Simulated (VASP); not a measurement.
A run of VASP 6.6.1 is set up as follows.

File INCAR:

```
SYSTEM = Si4B
PREC = Accurate ; ENCUT = 520
EDIFF = 1E-6 ; ISMEAR = 0
SIGMA = 0.1 ; LREAL = .False.
LASPH = .True. ; NELM = 100
ALGO = Normal ; ISIF = 2
LWAVE = .False. ; LCHARG = .False.
GGA = PE ; NBANDS = 18
```

The input KPOINTS:

```
Automatic mesh
0
Gamma
  6 6 4
  0 0 0
```

File POSCAR:

```
Si4B
1.0
    3.4572769000      0.0000000000      0.0000000000
   -1.7286384500      2.9940896200      0.0000000000
    0.0000000000      0.0000000000      6.8119955800
Si B
4 1
Direct
    0.5000000000      0.0000000000      0.0000000000
    0.0000000000      0.5000000000      0.0000000000
    0.5000000000      0.5000000000      0.0000000000
    0.0000000000      0.0000000000      0.5000000000
    0.0000000000      0.0000000000      0.0000000000
```

Potentials or basis: VASP PAW PBE potentials, release 64 (Si, B).

The run is started by

```console
$ cat potpaw_PBE.64/Si/POTCAR potpaw_PBE.64/B/POTCAR > POTCAR
$ mpirun -np 1 vasp_std > vasp.out
```

Predict the pressure.

159.4 GPa.

What does it give for the band gap on the k mesh?

Zero (an odd number of electrons rules out a gap without spin polarisation).

Stress tensor (GPa, compression positive):
```
240.93   0.00   0.00
  0.00 240.93   0.00
  0.00   0.00  -3.65
```

Caveat: the cell stands under pressure.
